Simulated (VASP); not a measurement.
# Re in VASP: single point with PBEsol+D3(BJ)

Aim: the single point of Re with PBEsol+D3(BJ).

Everything below comes from runs of VASP 6.6.1. Logs are shortened: lines on timing, memory, paths and dates and some standing lists are left out, and cuts for length are marked.

## (1) The cell of the first run

The cell holds a slab with vacuum, 12 atoms: a = 4.917 Å, b = 4.917 Å, c = 23.513 Å, α = 90.00°, β = 90.00°, γ = 120.00°.

## (2) Single point, PBEsol+D3(BJ)

File INCAR:

```
SYSTEM = Re
  PREC = Accurate
  ENCUT = 520
  EDIFF = 1E-6
  ISMEAR = 1
  SIGMA = 0.1
  LREAL = .FALSE.
  LASPH = .TRUE.
  NELM = 120
  ALGO = Normal
  ISIF = 2
  LWAVE = .FALSE.
  LCHARG = .FALSE.
  LDIPOL = .TRUE.
  IDIPOL = 3
  DIPOL = 0.5 0.5 0.432
  GGA = PS
  IVDW = 12
  NBANDS = 54
  GGA_COMPAT = .FALSE.
  NELMDL = -8
```

File KPOINTS:

```
Automatic mesh
0
G
  9 9 1
  0 0 0
```

File POSCAR:

```
Re
1.0
    4.9167405016      0.0000000000      0.0000000000
   -2.4583702508      4.2580221782      0.0000000000
    0.0000000000      0.0000000000     23.5129290565
Re
12
Direct
    0.3333333333      0.3333333333      0.2977085493
    0.0000000000      0.6666666667      0.2977085493
    0.6666666667      1.0000000000      0.2977085493
    0.6666666667      0.6666666667      0.3848971678
    0.3333333333      1.0000000000      0.3848971678
    0.0000000000      0.3333333333      0.3818557096
    0.3244254519      0.3333333333      0.4794706697
    0.0000000000      0.6577587853      0.4794706697
    0.6755745481      1.0089078814      0.4794706697
    0.6666666667      0.6666666667      0.5615349598
    0.3333333333      1.0000000000      0.5615349598
    0.0000000000      0.3333333333      0.5818634848
```

Potentials or basis: VASP PAW PBE potentials, release 64 (Re).

Started as:

```sh
$ cat potpaw_PBE.64/Re/POTCAR > POTCAR
$ mpirun -np 1 vasp_std > vasp.out
```

OUTCAR:

```text
SYSTEM = Re
   PREC = Accurate
   ENCUT = 520
   EDIFF = 1E-6
   ISMEAR = 1
   LREAL = .FALSE.
   LASPH = .TRUE.
   NELM = 120
   ISIF = 2
   GGA = PS
   IVDW = 12
   NELMDL = -8
 IVDW          = 12

 ion  position               nearest neighbor table
   1  0.333  0.333  0.298-   6 2.57   5 2.62   4 2.62   2 2.84   3 2.84   3 2.84   3 2.84   2 2.84
                             2 2.84
   2  0.000  0.667  0.298-   6 2.57   5 2.62   4 2.62   1 2.84   3 2.84   3 2.84   1 2.84   3 2.84
                             1 2.84
   3  0.667  0.000  0.298-   6 2.57   4 2.62   5 2.62   2 2.84   1 2.84   2 2.84   1 2.84   1 2.84
                             2 2.84
   4  0.667  0.667  0.385-   3 2.62   2 2.62   1 2.62   9 2.78   8 2.78   7 2.78   5 2.84   5 2.84
                             5 2.84   6 2.84   6 2.84   6 2.84
   5  0.333  0.000  0.385-   1 2.62   2 2.62   3 2.62   8 2.78   7 2.78   9 2.78   4 2.84   4 2.84
                             4 2.84   6 2.84   6 2.84   6 2.84
   6  0.000  0.333  0.382-   3 2.57   1 2.57   2 2.57   9 2.80   7 2.80   8 2.80   4 2.84   5 2.84
                             5 2.84   4 2.84   4 2.84   5 2.84
   7  0.324  0.333  0.479-  11 2.55  10 2.55   9 2.76   8 2.76   5 2.78   4 2.78   6 2.80   8 2.88
                             8 2.88   9 2.88   9 2.88  12 2.89
   8  0.000  0.658  0.479-  11 2.55  10 2.55   9 2.76   7 2.76   5 2.78   4 2.78   6 2.80   7 2.88
                             9 2.88   9 2.88   7 2.88  12 2.89
   9  0.676  0.009  0.479-  10 2.55  11 2.55   7 2.76   8 2.76   4 2.78   5 2.78   6 2.80   8 2.88
                             8 2.88   7 2.88   7 2.88  12 2.89
  10  0.667  0.667  0.562-   9 2.55   8 2.55   7 2.55  11 2.84  11 2.84  11 2.84  12 2.88  12 2.88
                            12 2.88
  11  0.333  0.000  0.562-   8 2.55   7 2.55   9 2.55  10 2.84  10 2.84  10 2.84  12 2.88  12 2.88
                            12 2.88
  12  0.000  0.333  0.582-  10 2.88  11 2.88  11 2.88  10 2.88  10 2.88  11 2.88   9 2.89   7 2.89
                             8 2.89

  LATTYP: Found a hexagonal cell.
 ALAT       =     4.9167405016
 C/A-ratio  =     4.7822188397

  Lattice vectors:

 A1 = (   4.9167405016,   0.0000000000,   0.0000000000)
 A2 = (  -2.4583702508,   4.2580221782,   0.0000000000)
 A3 = (   0.0000000000,   0.0000000000,  23.5129290565)

Analysis of symmetry for initial positions (statically):
=====================================================================
 Subroutine PRICEL returns:
 Original cell was already a primitive cell.

 Routine SETGRP: Setting up the symmetry group for a
 hexagonal supercell.

 Subroutine GETGRP returns: Found  6 space group operations
 (whereof  2 operations were pure point group operations)
 out of a pool of 24 trial point group operations.

The static configuration has the point symmetry C_1h.
[... 146 lines left out ...]
   LORBIT       =      0    0 simple, 1 ext, 2 COOP (PROOUT), +10 PAW based schemes
   GGA     = PS    functional components
   LHFCALC =     F    Hartree Fock is set to
   AEXX    =    0.0000 exact exchange contribution
   IVDW    =    12    specifies the selected vdW correction
   LEPSILON=     F    determine dielectric tensor
   LRPA    =     F    only Hartree local field effects (RPA)
 non-spin polarized calculation
 Methfessel and Paxton  Order N= 1 SIGMA  =   0.10
  energy-cutoff  :      520.00
  volume of cell :      492.26
 maximum number of plane-waves:     13282
 NGX is ok and might be reduce to    40
   NGX = 19   NGY = 19   NGZ = 87

 dipolmoment           0.000000      0.000000     -0.011636 electrons x Angstroem

 number of electron      83.9999999 magnetization

 dipolmoment           0.000000      0.000000      0.015014 electrons x Angstroem

 Free energy of the ion-electron system (eV)
  ---------------------------------------------------
  ext. energy  EPLUGINS =         0.00000000
  ---------------------------------------------------
  free energy    TOTEN  =      -150.96620754 eV

  energy without entropy =     -150.95948062  energy(sigma->0) =     -150.96396524

 E-fermi :  -0.3043     XC(G=0):  -5.8996

 val. band max:       -0.3044003301   @ k =   0.2222   0.2222   0.0000
 cond. band min:      -0.2759694407   @ k =   0.4444   0.0000   0.0000
 fundamental gap:      0.0284308893
 Fermi energy:        -0.3042600325

 k-point     1 :       0.0000    0.0000    0.0000
  band No.  band energies     occupation
      1      -9.5032      2.00000
      2      -8.0621      2.00000
      3      -6.6468      2.00000
      4      -6.6162      2.00000
      5      -5.2222      2.00000
      6      -5.2222      2.00000
[... 673 lines left out ...]
     53       1.5333     -0.00000
     54       1.5343     -0.00000

------------------------ aborting loop because EDIFF is reached ----------------------------------------

 vacuum level on the upper side and lower side of the slab       (xc-potential included)         0.058        -0.069

 Edisp (eV)   -5.37837

 E8    (eV) :    -3.9867

  FORCE on cell =-STRESS in cart. coord.  units (eV):
  Direction    XX          YY          ZZ          XY          YZ          ZX
  --------------------------------------------------------------------------------------
  -------------------------------------------------------------------------------------
  Total     -37.60659   -37.60659    -3.55678    -0.00000     0.00000     0.00000
  in kB    -122.40032  -122.40032   -11.57646    -0.00000     0.00000     0.00000
  external pressure =      -85.46 kB  Pullay stress =        0.00 kB

 VOLUME and BASIS-vectors are now :
 -----------------------------------------------------------------------------
  energy-cutoff  :      520.00
  volume of cell :      492.26
      direct lattice vectors                 reciprocal lattice vectors
     4.916740502  0.000000000  0.000000000     0.203386776  0.117425410  0.000000000
    -2.458370251  4.258022178  0.000000000     0.000000000  0.234850820  0.000000000
     0.000000000  0.000000000 23.512929056     0.000000000  0.000000000  0.042529793

 POSITION                                       TOTAL-FORCE (eV/Angst)
 -----------------------------------------------------------------------------------
      0.81946      1.41934      7.00000         0.127800      0.000000      0.035657
     -1.63891      2.83868      7.00000        -0.063900      0.110678      0.035657
      3.27783      0.00000      7.00000        -0.063900     -0.110678      0.035657
      1.63891      2.83868      9.05006        -0.000000      0.000000     -0.165135
      1.63891      0.00000      9.05006        -0.000000      0.000000     -0.165135
     -0.81946      1.41934      8.97855        -0.000000      0.000000      0.233459
      0.77566      1.41934     11.27376        -0.043947      0.000000      0.199450
     -1.61701      2.80075     11.27376         0.021973     -0.038059      0.199450
      3.29973      0.03793     11.27376         0.021973      0.038059      0.199450
      1.63891      2.83868     13.20333        -0.000000      0.000000      1.676449
      1.63891      0.00000     13.20333        -0.000000      0.000000      1.676449
     -0.81946      1.41934     13.68131        -0.000000      0.000000     -3.961408
 -----------------------------------------------------------------------------------
    total drift:                                0.000000     -0.000000      0.015227

  FREE ENERGIE OF THE ION-ELECTRON SYSTEM (eV)
  ---------------------------------------------------
  free  energy   TOTEN  =      -156.3445742968 eV

  energy  without entropy=     -156.3378473733  energy(sigma->0) =     -156.34233199

 vacuum level on the upper side and lower side of the slab         4.680         4.554
```

OSZICAR:

```text
N       E                     dE             d eps       ncg     rms          rms(c)
DAV:   1     0.120485766205E+04    0.12049E+04   -0.25687E+04  1900   0.148E+03
DAV:   2     0.198160301016E+03   -0.10067E+04   -0.91458E+03  2360   0.149E+03
DAV:   3    -0.913935037149E+02   -0.28955E+03   -0.26506E+03  2464   0.735E+02
[... 41 lines left out ...]
DAV:  45    -0.150966292834E+03    0.12471E-03   -0.19058E-04  2480   0.182E-01    0.333E-01
DAV:  46    -0.150966200760E+03    0.92073E-04   -0.36179E-04  2536   0.254E-01    0.151E-01
DAV:  47    -0.150966207565E+03   -0.68044E-05   -0.14891E-04  2392   0.152E-01    0.845E-02
DAV:  48    -0.150966208338E+03   -0.77341E-06   -0.17065E-05  1792   0.745E-02    0.766E-02
DAV:  49    -0.150966207544E+03    0.79373E-06   -0.42736E-06  1144   0.423E-02
   1 F= -.15634457E+03 E0= -.15634233E+03  d E =-.672692E-02
```

It took 60 min on 1 thread of Intel Xeon 8259CL, shared host; peak memory 0.76 GiB.

Results:

```yaml
Free_energy: -156.3446 eV
Largest_force: 3.961 eV/Å
Band_gap_on_the_k_mesh: zero (bands 42 and 43 overlap by 0.61 eV)
Dispersion_energy_per_atom: -0.448 eV
```

Forces on the atoms (eV/Å):
```
Re   0.128  0.000  0.036
Re  -0.064  0.111  0.036
Re  -0.064 -0.111  0.036
Re   0.000  0.000 -0.165
Re   0.000  0.000 -0.165
Re   0.000  0.000  0.233
Re  -0.044  0.000  0.199
Re   0.022 -0.038  0.199
Re   0.022  0.038  0.199
Re   0.000  0.000  1.676
Re   0.000  0.000  1.676
Re   0.000  0.000 -3.961
```

Caveat: the PAW data sets were made with another functional, which shifts forces and pressure a little; spin-orbit coupling is left out, which moves the levels of the heavy elements.
